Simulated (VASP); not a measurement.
# Rh in VASP: a series of runs, part 2 of 2

VASP 6.6.1. The steps go on from the part before.

## Step 5: Electric field gradients, PBE (z stretched by +4 % at fixed volume)

Input file INCAR:

```
SYSTEM = Rh
  PREC = Accurate
  ENCUT = 520
  EDIFF = 1E-8
  ISMEAR = -1
  SIGMA = 0.08
  LREAL = .False.
  LASPH = .True.
  NELM = 80
  ALGO = Normal
  ISIF = 2
  LWAVE = .False.
  LCHARG = .False.
  GGA = PE
  LEFG = .True.
  NBANDS = 14
```

Input file KPOINTS:

```
Automatic mesh
0
Gamma
  16 16 16
  0 0 0
```

Input file POSCAR:

```
Rh
1.0
    0.0000000000      1.8646231839      1.9776120000
    1.8646231839      0.0000000000      1.9776120000
    1.8646231839      1.8646231839      0.0000000000
Rh
1
Direct
    0.0000000000      0.0000000000      0.0000000000
```

Potentials or basis: VASP PAW PBE potentials, release 64 (Rh_pv).

Launch:

```bash
$ cat potpaw_PBE.64/Rh_pv/POTCAR > POTCAR
$ mpirun -np 1 vasp_std > vasp.out
```

OUTCAR:

```text
SYSTEM = Rh
   PREC = Accurate
   ENCUT = 520
   EDIFF = 1E-8
   ISMEAR = -1
   LREAL = .False.
   LASPH = .True.
   NELM = 80
   ISIF = 2
   GGA = PE

 ion  position               nearest neighbor table
   1  0.000  0.000  0.000-

  LATTYP: Found a body centered tetragonal cell.
 ALAT       =     2.6369753954
 C/A-ratio  =     1.4999093306

  Lattice vectors:

 A1 = (  -1.8646231839,   0.0000000000,   1.9776120000)
 A2 = (   1.8646231839,   0.0000000000,   1.9776120000)
 A3 = (   0.0000000000,   1.8646231839,  -1.9776120000)

Analysis of symmetry for initial positions (statically):
=====================================================================
 Subroutine PRICEL returns:
 Original cell was already a primitive cell.

 Routine SETGRP: Setting up the symmetry group for a
 body centered tetragonal supercell.

 Subroutine GETGRP returns: Found 16 space group operations
 (whereof 16 operations were pure point group operations)
 out of a pool of 16 trial point group operations.

The static configuration has the point symmetry D_4h.

Analysis of symmetry for dynamics (positions and initial velocities):
=====================================================================
 Subroutine PRICEL returns:
 Original cell was already a primitive cell.

 Routine SETGRP: Setting up the symmetry group for a
 body centered tetragonal supercell.

 Subroutine GETGRP returns: Found 16 space group operations
 (whereof 16 operations were pure point group operations)
 out of a pool of 16 trial point group operations.

The dynamic configuration has the point symmetry D_4h.

 Subroutine INISYM returns: Found 16 space group operations
 (whereof 16 operations are pure point group operations),
 and found     1 'primitive' translations

----------------------------------------------------------------------------------------

                                     Primitive cell

  volume of cell :      13.7516

  direct lattice vectors                    reciprocal lattice vectors
     0.000000000  1.864623184  1.977612000    -0.268150694  0.268150694  0.252830181
     1.864623184  0.000000000  1.977612000     0.268150694 -0.268150694  0.252830181
     1.864623184  1.864623184  0.000000000     0.268150694  0.268150694 -0.252830181

  length of vectors
     2.718045040  2.718045040  2.636975395     0.455777017  0.455777017  0.455777017

  position of ions in fractional coordinates (direct lattice)
     0.000000000  0.000000000  0.000000000

  ion indices of the primitive-cell ions
   primitive index   ion index
                 1           1

----------------------------------------------------------------------------------------

 KPOINTS: Automatic mesh

Automatic generation of k-mesh.
 Grid dimensions read from file:
 generate k-points for:   16   16   16

 Generating k-lattice:

  Cartesian coordinates                     Fractional coordinates (reciprocal lattice)
    -0.016759418  0.016759418  0.015801886     0.062500000  0.000000000  0.000000000
     0.016759418 -0.016759418  0.015801886     0.000000000  0.062500000  0.000000000
[... 73 lines left out ...]
   ISMEAR =    -1;   SIGMA  =   0.08  broadening in eV -4-tet -1-fermi 0-gaus
   EFERMI_NEDOS =   21; number of points for ismear=-14 and -15
   IALGO  =     38    algorithm
   IMIX   =      4    mixing-type and parameters
     AMIX     =   0.40;   BMIX     =  1.00
     AMIX_MAG =   1.60;   BMIX_MAG =  1.00
  volume/ion in A,a.u.               =      13.75        92.80
  Fermi-wavevector in a.u.,A,eV,Ry     =   1.685211  3.184586 38.639656  2.839935
  Thomas-Fermi vector in A             =   2.768095
   LORBIT       =      0    0 simple, 1 ext, 2 COOP (PROOUT), +10 PAW based schemes
   GGA     = PE    functional components
   LHFCALC =     F    Hartree Fock is set to
   AEXX    =    0.0000 exact exchange contribution
   IVDW    =     0    specifies the selected vdW correction
   LEPSILON=     F    determine dielectric tensor
   LRPA    =     F    only Hartree local field effects (RPA)
 non-spin polarized calculation
  energy-cutoff  :      520.00
  volume of cell :       13.75
 maximum number of plane-waves:       382
   NGX = 11   NGY = 11   NGZ =  9

 number of electron      15.0000004 magnetization

 Free energy of the ion-electron system (eV)
  ---------------------------------------------------
  ext. energy  EPLUGINS =         0.00000000
  ---------------------------------------------------
  free energy    TOTEN  =        -7.24315689 eV

  energy without entropy =       -7.21372368  energy(sigma->0) =       -7.22844029

 E-fermi :  11.8885     XC(G=0): -14.0286

 val. band max:       11.8762039779   @ k =  -0.3750   0.0000   0.2500
 cond. band min:      11.8957003167   @ k =  -0.4375   0.0625   0.4375
 fundamental gap:      0.0194963388
 Fermi energy:        11.8884578446

 k-point     1 :       0.0000    0.0000    0.0000
  band No.  band energies     occupation
      1     -34.4892      2.00000
      2     -34.4585      2.00000
      3     -34.4585      2.00000
      4       3.9443      2.00000
      5       8.4042      2.00000
      6       9.0668      2.00000
      7       9.0668      2.00000
      8      10.4968      2.00000
      9      11.2899      1.99887
     10      27.9571      0.00000
     11      32.2085      0.00000
     12      32.4505      0.00000
     13      33.9660      0.00000
     14      33.9660      0.00000
[... 377 lines left out ...]
      1     -34.5384      2.00000
      2     -34.5077      2.00000
      3     -34.4609      2.00000
      4       4.3714      2.00000
      5       8.6323      2.00000
      6       8.8086      2.00000
      7       9.2103      2.00000
      8      10.5758      2.00000
      9      11.0657      1.99993
     10      28.5344      0.00000
     11      31.9266      0.00000
     12      32.3802      0.00000
     13      32.4542      0.00000
     14      34.8957      0.00000

 [... further k-points ...]

------------------------ aborting loop because EDIFF is reached ----------------------------------------

  FORCE on cell =-STRESS in cart. coord.  units (eV):
  Direction    XX          YY          ZZ          XY          YZ          ZX
  --------------------------------------------------------------------------------------
  -------------------------------------------------------------------------------------
  Total        0.9876803      0.9876803     -0.2699987      0.0000000      0.0000000      0.0000000
  in kB      115.0730833    115.0730833    -31.4571242      0.0000000      0.0000000      0.0000000
  external PRESSURE =      66.2296808 kB  Pullay stress =       0.0000000 kB

 VOLUME and BASIS-vectors are now :
 -----------------------------------------------------------------------------
  energy-cutoff  :      520.00
  volume of cell :       13.75
      direct lattice vectors                 reciprocal lattice vectors
     0.000000000  1.864623184  1.977612000    -0.268150694  0.268150694  0.252830181
     1.864623184  0.000000000  1.977612000     0.268150694 -0.268150694  0.252830181
     1.864623184  1.864623184  0.000000000     0.268150694  0.268150694 -0.252830181

 POSITION                                       TOTAL-FORCE (eV/Angst)
 -----------------------------------------------------------------------------------
      0.00000      0.00000      0.00000         0.000000      0.000000      0.000000
 -----------------------------------------------------------------------------------
    total drift:                                0.000000     -0.000000      0.000000

  FREE ENERGIE OF THE ION-ELECTRON SYSTEM (eV)
  ---------------------------------------------------
  free  energy   TOTEN  =        -7.2431568948 eV

  energy  without entropy=       -7.2137236804  energy(sigma->0) =       -7.22844029

 Electric field gradients (V/A^2)
---------------------------------------------------------------------
 ion       V_xx      V_yy      V_zz      V_xy      V_xz      V_yz
---------------------------------------------------------------------
   1      -1.830    -1.830     3.659     0.003    -0.001    -0.001
---------------------------------------------------------------------

 Electric field gradients after diagonalization (V/A^2)
 (convention: |V_zz| > |V_xx| > |V_yy|)
----------------------------------------------------------------------
 ion       V_xx      V_yy      V_zz     asymmetry (V_yy - V_xx)/ V_zz
----------------------------------------------------------------------
   1      -1.833    -1.826     3.659       0.002
----------------------------------------------------------------------

           NMR quadrupolar parameters

 Cq : quadrupolar parameter    Cq=e*Q*V_zz/h
 eta: asymmetry parameters     (V_yy - V_xx)/ V_zz
 Q  : nuclear electric quadrupole moment in mb (millibarn)
----------------------------------------------------------------------
 ion       Cq(MHz)       eta       Q (mb)
----------------------------------------------------------------------
   1       0.009       0.002       1.000
----------------------------------------------------------------------
```

stdout:

```text
POSCAR found type information on POSCAR Rh
 POSCAR found :  1 types and       1 ions
 scaLAPACK will be used
 LDA part: xc-table for (Slater+PW92), standard interpolation
 POSCAR, INCAR and KPOINTS ok, starting setup
 FFT: planning ... GRIDC
 FFT: planning ... GRID_SOFT
 FFT: planning ... GRID
 WAVECAR not read
 entering main loop
ion   1
```

Run time: 90 s. Hardware: 1 thread of Intel Xeon 8259CL, shared host; peak memory 0.17 GiB.

Results:

```
Free energy : -7.2432 eV
Pressure    : 6.6 GPa
```

Levels at points of the mesh, in eV from the Fermi level:
| k point | band 3 | band 4 | band 5 | band 6 | band 7 | band 8 | band 9 | band 10 | band 11 | band 12 |
| --- | --- | --- | --- | --- | --- | --- | --- | --- | --- | --- |
| (0.00, 0.00, 0.00) | -46.35 | -7.94 | -3.48 | -2.82 | -2.82 | -1.39 | -0.60 | 16.07 | 20.32 | 20.56 |
| (0.50, 0.00, 0.00) | -46.42 | -6.10 | -3.45 | -2.81 | 0.44 | 0.73 | 0.76 | 8.68 | 15.44 | 20.56 |
| (0.50, 0.50, 0.00) | -46.57 | -6.28 | -5.91 | 0.61 | 0.96 | 0.96 | 2.47 | 11.21 | 14.07 | 14.07 |
| (0.50, 0.00, 0.50) | -46.62 | -6.31 | -5.92 | 0.51 | 0.71 | 1.31 | 3.71 | 12.70 | 12.84 | 13.32 |

Electric field gradients, principal values (V/Å²):
```csv
atom,least,middle,greatest (by size)
1 Rh,-1.826,-1.833,3.659
```

Caveat: without QUAD_EFG the Cq values of the log hold for a quadrupole moment of 1 mb, not for the nuclei.

## Step 6: Overview

| cell | k mesh | gap on the mesh (eV) | pressure (GPa) |
| --- | --- | --- | --- |
| a = 2.689 Å, angles 60.0°, 1 atom | 8 × 8 × 8 | none | 6.9 |
| a = 2.689 Å, angles 60.0°, 1 atom | 12 × 12 × 12 | none | 5.8 |
| a = 2.689 Å, angles 60.0°, 1 atom | 22 × 22 × 22 | none | 6.0 |
| a = 2.718, b = 2.718, c = 2.637 Å, angles 61.0, 61.0, 58.0°, 1 atom | 16 × 16 × 16 | none | 6.6 |

Alike in all rows: task electric field gradients; level PBE; potentials or basis VASP PAW PBE potentials, release 64 (Rh_pv); no spin polarisation; cutoff (eV) 520; smearing fermi-dirac 0.08 eV.

Every run on the cell as given and a fine mesh finds a metal.

Total energies depend on the potentials used, so only differences within one code and one set of settings carry meaning.
